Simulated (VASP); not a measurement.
# TiO2 (I4_1/amd) in VASP: single point with PBE

Aim: the single point of TiO2 with PBE.

Program: VASP 6.6.1. These are calculated values, not measurements. Logs are shortened: lines on timing, memory, paths and dates and some standing lists are left out, and cuts for length are marked.

### Step 1. The cell of the first run

The structure is tetragonal, space group I4_1/amd (No. 141). Conventional cell: a = 3.784 Å, b = 3.784 Å, c = 9.515 Å, α = 90.00°, β = 90.00°, γ = 90.00°. Ti (site symmetry -4m2) has 6 O at 1.93 to 1.98 Å within 2.6 Å. Within 2.6 Å of O (site symmetry 2mm) lie 3 Ti at 1.93 to 1.98 Å and 2 O at 2.47 Å.

### Step 2. Single point, PBE

INCAR

```
PREC = Accurate
ENCUT = 520
EDIFF = 1E-6
ISMEAR = 0
SIGMA = 0.05
LREAL = Auto
LASPH = True
NELM = 80
ALGO = Normal
ISIF = 2
LWAVE = False
LCHARG = True
GGA = PE
LELF = True
LVHAR = True
NBANDS = 222
```

KPOINTS

```
Automatic mesh
0
Gamma
  2 2 1
```

POSCAR

```
TiO2
1.0
    5.6763000000     -1.8921000000     -4.7573000000
   -1.8921000000      5.6763000000     -4.7573000000
    7.5684000000      7.5684000000      0.0000000000
Ti O
16 32
Direct
    0.0000000000      0.0000000000      0.0000000000
    0.5000000000      0.5000000000      0.0000000000
    0.7500000000      0.2500000000      0.2500000000
    0.2500000000      0.7500000000      0.2500000000
    0.5000000000      0.5000000000      0.5000000000
    0.0000000000      0.0000000000      0.5000000000
    0.2500000000      0.7500000000      0.7500000000
    0.7500000000      0.2500000000      0.7500000000
    0.6250000000      0.8750000000      0.2500000000
    0.1250000000      0.3750000000      0.2500000000
    0.3750000000      0.1250000000      0.5000000000
    0.8750000000      0.6250000000      0.5000000000
    0.1250000000      0.3750000000      0.7500000000
    0.6250000000      0.8750000000      0.7500000000
    0.8750000000      0.6250000000      0.0000000000
    0.3750000000      0.1250000000      0.0000000000
    0.7919000000      0.7919000000      0.1040500000
    0.2919000000      0.2919000000      0.1040500000
    0.5419000000      0.0419000000      0.3540500000
    0.0419000000      0.5419000000      0.3540500000
    0.2919000000      0.2919000000      0.6040500000
    0.7919000000      0.7919000000      0.6040500000
    0.0419000000      0.5419000000      0.8540500000
    0.5419000000      0.0419000000      0.8540500000
    0.4169000000      0.6669000000      0.3540500000
    0.9169000000      0.1669000000      0.3540500000
    0.1669000000      0.9169000000      0.6040500000
    0.6669000000      0.4169000000      0.6040500000
    0.9169000000      0.1669000000      0.8540500000
    0.4169000000      0.6669000000      0.8540500000
    0.6669000000      0.4169000000      0.1040500000
    0.1669000000      0.9169000000      0.1040500000
    0.8331000000      0.0831000000      0.1459500000
    0.3331000000      0.5831000000      0.1459500000
    0.5831000000      0.3331000000      0.3959500000
    0.0831000000      0.8331000000      0.3959500000
    0.3331000000      0.5831000000      0.6459500000
    0.8331000000      0.0831000000      0.6459500000
    0.0831000000      0.8331000000      0.8959500000
    0.5831000000      0.3331000000      0.8959500000
    0.2081000000      0.2081000000      0.3959500000
    0.7081000000      0.7081000000      0.3959500000
    0.9581000000      0.4581000000      0.6459500000
    0.4581000000      0.9581000000      0.6459500000
    0.7081000000      0.7081000000      0.8959500000
    0.2081000000      0.2081000000      0.8959500000
    0.4581000000      0.9581000000      0.1459500000
    0.9581000000      0.4581000000      0.1459500000
```

Potentials or basis: VASP PAW PBE potentials, release 64 (Ti_sv, O).

Run with:

```
> cat potpaw_PBE.64/Ti_sv/POTCAR potpaw_PBE.64/O/POTCAR > POTCAR
> mpirun -np 1 vasp_std > vasp.out
```

OUTCAR:

```text
PREC = Accurate
   ENCUT = 520
   EDIFF = 1E-6
   ISMEAR = 0
   LREAL = Auto
   LASPH = True
   NELM = 80
   ISIF = 2
   GGA = PE

 ion  position               nearest neighbor table
   1  0.000  0.000  0.000-  29 1.93  32 1.93  33 1.93  39 1.93  17 1.98  46 1.98
   2  0.500  0.500  0.000-  30 1.93  31 1.93  34 1.93  40 1.93  18 1.98  45 1.98
   3  0.750  0.250  0.250-  26 1.93  31 1.93  33 1.93  35 1.93  19 1.98  48 1.98
   4  0.250  0.750  0.250-  25 1.93  32 1.93  34 1.93  36 1.93  20 1.98  47 1.98
   5  0.500  0.500  0.500-  25 1.93  28 1.93  35 1.93  37 1.93  21 1.98  42 1.98
   6  0.000  0.000  0.500-  26 1.93  27 1.93  36 1.93  38 1.93  22 1.98  41 1.98
[... 8 lines left out ...]
  15  0.875  0.625  0.000-  17 1.93  23 1.93  45 1.93  48 1.93  31 1.98  39 1.98
  16  0.375  0.125  0.000-  18 1.93  24 1.93  46 1.93  47 1.93  32 1.98  40 1.98
  17  0.792  0.792  0.104-   9 1.93  15 1.93   1 1.98
[... 29 lines left out ...]
  47  0.458  0.958  0.146-   9 1.93  16 1.93   4 1.98
  48  0.958  0.458  0.146-  10 1.93  15 1.93   3 1.98

  LATTYP: Found a base centered monoclinic cell.
 ALAT       =    10.9164074878
 B/A-ratio  =     0.9804813477
 C/A-ratio  =     0.9804813477
 COS(beta)  =    -0.4902406738

  Lattice vectors:

 A1 = (  -5.6763000000,   1.8921000000,   4.7573000000)
 A2 = (   1.8921000000,  -5.6763000000,   4.7573000000)
 A3 = (   7.5684000000,   7.5684000000,   0.0000000000)

Analysis of symmetry for initial positions (statically):
=====================================================================
 Subroutine PRICEL returns following result:

  LATTYP: Found a body centered tetragonal cell.
 ALAT       =     3.7842000000
 C/A-ratio  =     2.5142962846

  Lattice vectors:

 A1 = (   1.8921000000,   1.8921000000,   4.7573000000)
 A2 = (  -1.8921000000,  -1.8921000000,   4.7573000000)
 A3 = (   1.8921000000,  -1.8921000000,  -4.7573000000)

   8 primitive cells build up your supercell.

 Routine SETGRP: Setting up the symmetry group for a
 base centered monoclinic supercell.

 Subroutine GETGRP returns: Found  4 space group operations
 (whereof  2 operations were pure point group operations)
 out of a pool of  4 trial point group operations.

The static configuration has the point symmetry C_2 .
 The point group associated with its full space group is C_2h.

Analysis of symmetry for dynamics (positions and initial velocities):
=====================================================================
 Subroutine PRICEL returns following result:

  LATTYP: Found a body centered tetragonal cell.
 ALAT       =     3.7842000000
 C/A-ratio  =     2.5142962846

  Lattice vectors:

 A1 = (   1.8921000000,   1.8921000000,   4.7573000000)
 A2 = (  -1.8921000000,  -1.8921000000,   4.7573000000)
 A3 = (   1.8921000000,  -1.8921000000,  -4.7573000000)

   8 primitive cells build up your supercell.

 Routine SETGRP: Setting up the symmetry group for a
 base centered monoclinic supercell.

 Subroutine GETGRP returns: Found  4 space group operations
 (whereof  2 operations were pure point group operations)
 out of a pool of  4 trial point group operations.

The dynamic configuration has the point symmetry C_2 .
 The point group associated with its full space group is C_2h.

 Subroutine INISYM returns: Found  4 space group operations
 (whereof  2 operations are pure point group operations),
 and found     8 'primitive' translations

----------------------------------------------------------------------------------------

                                     Primitive cell

  volume of cell :      68.1253

  direct lattice vectors                    reciprocal lattice vectors
     1.892100000  1.892100000  4.757300000     0.264256646  0.000000000  0.105101633
    -1.892100000 -1.892100000  4.757300000     0.000000000 -0.264256646  0.105101633
[... 34 lines left out ...]
    -0.033032081  0.033032081 -0.052550817     0.000000000  0.500000000  0.000000000
     0.066064162  0.066064162  0.052550817     0.000000000  0.000000000  1.000000000

  Length of vectors
     0.070312339  0.070312339  0.107193914

  Shift w.r.t. Gamma in fractional coordinates (k-lattice)
     0.000000000  0.000000000  0.000000000

 -----------------------------------------------------------------------------
|                                                                             |
|           W    W    AA    RRRRR   N    N  II  N    N   GGGG   !!!           |
|           W    W   A  A   R    R  NN   N  II  NN   N  G    G  !!!           |
|           W    W  A    A  R    R  N N  N  II  N N  N  G       !!!           |
|           W WW W  AAAAAA  RRRRR   N  N N  II  N  N N  G  GGG   !            |
|           WW  WW  A    A  R   R   N   NN  II  N   NN  G    G                |
|           W    W  A    A  R    R  N    N  II  N    N   GGGG   !!!           |
|                                                                             |
|     Your reciprocal lattice and k-lattice belong to different lattice       |
|     classes:                                                                |
|                                                                             |
|        The reciprocal lattice is base-centered monoclinic,                  |
|        whereas your k-lattice is face-centered orthorhombic.                |
|                                                                             |
|     Results are often still useful ...                                      |
|                                                                             |
 -----------------------------------------------------------------------------

 Subroutine IBZKPT returns following result:
 ===========================================

 Found      3 irreducible k-points:

 Following reciprocal coordinates:
            Coordinates               Weight
  0.000000  0.000000  0.000000      1.000000
  0.500000  0.000000  0.000000      2.000000
  0.500000  0.500000  0.000000      1.000000
   k-points           NKPTS =      3   k-points in BZ     NKDIM =      3   number of bands    NBANDS=    222
   number of dos      NEDOS =    301   number of ions     NIONS =     48
   total plane-waves  NPLWV = 288000
   dimension x,y,z NGX =    60 NGY =   60 NGZ =   80
   dimension x,y,z NGXF=   120 NGYF=  120 NGZF=  160
   ions per type =              16  32
   NGX,Y,Z   is equivalent  to a cutoff of  13.05, 13.05, 12.43 a.u.
   NGXF,Y,Z  is equivalent  to a cutoff of  26.10, 26.10, 24.85 a.u.
 SYSTEM =  unknown system
   PREC   = accura    normal or accurate (medium, high low for compatibility)
   ISTART =      0    job   : 0-new  1-cont  2-samecut
   ICHARG =      2    charge: 1-file 2-atom 10-const
   ISPIN  =      1    spin polarized calculation?
   LNONCOLLINEAR =      F non collinear calculations
   LSORBIT =      F    spin-orbit coupling
   LASPH  =      T    aspherical Exc in radial PAW
   ENCUT  =  520.0 eV  38.22 Ry    6.18 a.u.  14.21 14.21 19.90*2*pi/ulx,y,z
   NELM   =     80;   NELMIN=  2; NELMDL= -5     # of ELM steps
   EDIFF  = 0.1E-05   stopping-criterion for ELM
   LREAL  =      T    real-space projection
   EDIFFG = 0.1E-04   stopping-criterion for IOM
   NSW    =      0    number of steps for IOM
[... 5 lines left out ...]
   TEBEG  =    0.0;   TEEND  =   0.0 temperature during run
   PSTRESS=    0.0 pullay stress
   NELECT =     384.0000    total number of electrons
   NUPDOWN=      -1.0000    fix difference up-down
   EMIN   =  10.00;   EMAX   =-10.00  energy-range for DOS
   EFERMI =   0.00;   METHOD = LEGACY
   ISMEAR =     0;   SIGMA  =   0.05  broadening in eV -4-tet -1-fermi 0-gaus
   EFERMI_NEDOS =   21; number of points for ismear=-14 and -15
   IALGO  =     38    algorithm
   IMIX   =      4    mixing-type and parameters
     AMIX     =   0.40;   BMIX     =  1.00
     AMIX_MAG =   1.60;   BMIX_MAG =  1.00
  volume/ion in A,a.u.               =      11.35        76.62
  Fermi-wavevector in a.u.,A,eV,Ry     =   1.456752  2.752862 28.873289  2.122127
  Thomas-Fermi vector in A             =   2.573634
   LORBIT       =      0    0 simple, 1 ext, 2 COOP (PROOUT), +10 PAW based schemes
   GGA     = PE    functional components
   LHFCALC =     F    Hartree Fock is set to
   AEXX    =    0.0000 exact exchange contribution
   IVDW    =     0    specifies the selected vdW correction
   LEPSILON=     F    determine dielectric tensor
   LRPA    =     F    only Hartree local field effects (RPA)
 non-spin polarized calculation
 Gauss-broadening in eV      SIGMA  =   0.05
  energy-cutoff  :      520.00
  volume of cell :      545.00
 maximum number of plane-waves:     14694
 NGX is ok and might be reduce to    60
   NGX = 29   NGY = 29   NGZ = 39

 number of electron     384.0000100 magnetization

 Free energy of the ion-electron system (eV)
  ---------------------------------------------------
  ext. energy  EPLUGINS =         0.00000000
  ---------------------------------------------------
  free energy    TOTEN  =      -430.54999501 eV

  energy without entropy =     -430.54999501  energy(sigma->0) =     -430.54999501

 E-fermi :   3.6708     XC(G=0): -10.7365

 val. band max:        3.3649859397   @ k =   0.5000   0.5000   0.0000
 cond. band min:       5.5008273479   @ k =   0.0000   0.0000   0.0000
 fundamental gap:      2.1358414082
 Fermi energy:         3.6708149666

 k-point     1 :       0.0000    0.0000    0.0000
  band No.  band energies     occupation
      1     -52.9975      2.00000
      2     -52.9801      2.00000
      3     -52.9801      2.00000
      4     -52.9801      2.00000
      5     -52.9801      2.00000
      6     -52.9650      2.00000
[... 610 lines left out ...]
    203       6.7096      0.00000
    204       6.7096      0.00000
 [bands above 204 left out]

------------------------ aborting loop because EDIFF is reached ----------------------------------------

  FORCE on cell =-STRESS in cart. coord.  units (eV):
  Direction    XX          YY          ZZ          XY          YZ          ZX
  --------------------------------------------------------------------------------------
  -------------------------------------------------------------------------------------
  Total       18.6134411     18.6134411     23.2127018      0.2087104      0.0187846      0.0187842
  in kB       54.7190519     54.7190519     68.2397749      0.6135585      0.0552223      0.0552212
  external PRESSURE =      59.2259596 kB  Pullay stress =       0.0000000 kB

 VOLUME and BASIS-vectors are now :
 -----------------------------------------------------------------------------
  energy-cutoff  :      520.00
  volume of cell :      545.00
      direct lattice vectors                 reciprocal lattice vectors
     5.676300000 -1.892100000 -4.757300000     0.066064162 -0.066064162 -0.105101633
    -1.892100000  5.676300000 -4.757300000    -0.066064162  0.066064162 -0.105101633
     7.568400000  7.568400000  0.000000000     0.066064162  0.066064162  0.052550817

 POSITION                                       TOTAL-FORCE (eV/Angst)
 -----------------------------------------------------------------------------------
      0.00000      0.00000      0.00000         0.001082     -0.001082      0.000000
      1.89210      1.89210     -4.75730         0.001082     -0.001082      0.000000
      5.67630      1.89210     -4.75730         0.001082     -0.001082      0.000000
      1.89210      5.67630     -4.75730         0.001082     -0.001082      0.000000
      5.67630      5.67630     -4.75730         0.001082     -0.001082      0.000000
      3.78420      3.78420      0.00000         0.001082     -0.001082      0.000000
[... 40 lines left out ...]
      1.89210      5.67630     -6.73729         0.000873      0.001077     -0.114749
      5.67630      1.89210     -6.73729         0.000873      0.001077     -0.114749
 -----------------------------------------------------------------------------------
    total drift:                                0.000000      0.000000      0.000000

  FREE ENERGIE OF THE ION-ELECTRON SYSTEM (eV)
  ---------------------------------------------------
  free  energy   TOTEN  =      -430.5499950116 eV

  energy  without entropy=     -430.5499950116  energy(sigma->0) =     -430.54999501
```

Run time: 30 min. Hardware: 1 thread of Intel Xeon 8259CL, shared host; peak memory 0.73 GiB.

What came out:

```
Free energy            : -430.5500 eV
Pressure               : 5.9 GPa
Largest force          : 0.115 eV/Å
Band gap on the k mesh : 2.14 eV
```

Forces on the atoms (eV/Å):
```
Ti   0.001 -0.001  0.000
Ti   0.001 -0.001  0.000
Ti   0.001 -0.001  0.000
Ti   0.001 -0.001  0.000
Ti   0.001 -0.001  0.000
Ti   0.001 -0.001  0.000
Ti   0.001 -0.001  0.000
Ti   0.001 -0.001  0.000
Ti  -0.001  0.001  0.000
Ti  -0.001  0.001  0.000
Ti  -0.001  0.001  0.000
Ti  -0.001  0.001  0.000
Ti  -0.001  0.001  0.000
Ti  -0.001  0.001  0.000
Ti  -0.001  0.001  0.000
Ti  -0.001  0.001  0.000
O   -0.001 -0.001  0.115
O   -0.001 -0.001  0.115
O   -0.001 -0.001  0.115
O   -0.001 -0.001  0.115
O   -0.001 -0.001  0.115
O   -0.001 -0.001  0.115
O   -0.001 -0.001  0.115
O   -0.001 -0.001  0.115
O   -0.001 -0.001  0.115
O   -0.001 -0.001  0.115
O   -0.001 -0.001  0.115
O   -0.001 -0.001  0.115
O   -0.001 -0.001  0.115
O   -0.001 -0.001  0.115
O   -0.001 -0.001  0.115
O   -0.001 -0.001  0.115
O    0.001  0.001 -0.115
O    0.001  0.001 -0.115
O    0.001  0.001 -0.115
O    0.001  0.001 -0.115
O    0.001  0.001 -0.115
O    0.001  0.001 -0.115
O    0.001  0.001 -0.115
O    0.001  0.001 -0.115
O    0.001  0.001 -0.115
O    0.001  0.001 -0.115
O    0.001  0.001 -0.115
O    0.001  0.001 -0.115
O    0.001  0.001 -0.115
O    0.001  0.001 -0.115
O    0.001  0.001 -0.115
O    0.001  0.001 -0.115
```

Levels at points of the mesh, in eV from the valence-band top:
```tsv
k point	band 188	band 189	band 190	band 191	band 192	band 193	band 194	band 195	band 196	band 197
(0.00, 0.00, 0.00)	-0.37	-0.23	-0.23	0.00	0.00	2.14	2.88	2.98	2.98	3.12
(0.50, 0.00, 0.00)	-0.46	-0.37	-0.37	-0.17	-0.17	2.77	2.77	2.93	2.93	3.13
(0.50, 0.50, 0.00)	-0.21	-0.08	-0.08	0.00	0.00	2.49	2.49	2.98	2.98	3.00
```

Caveat: the k points lie up to 0.66 Å⁻¹ apart. A k mesh can miss the band edges.
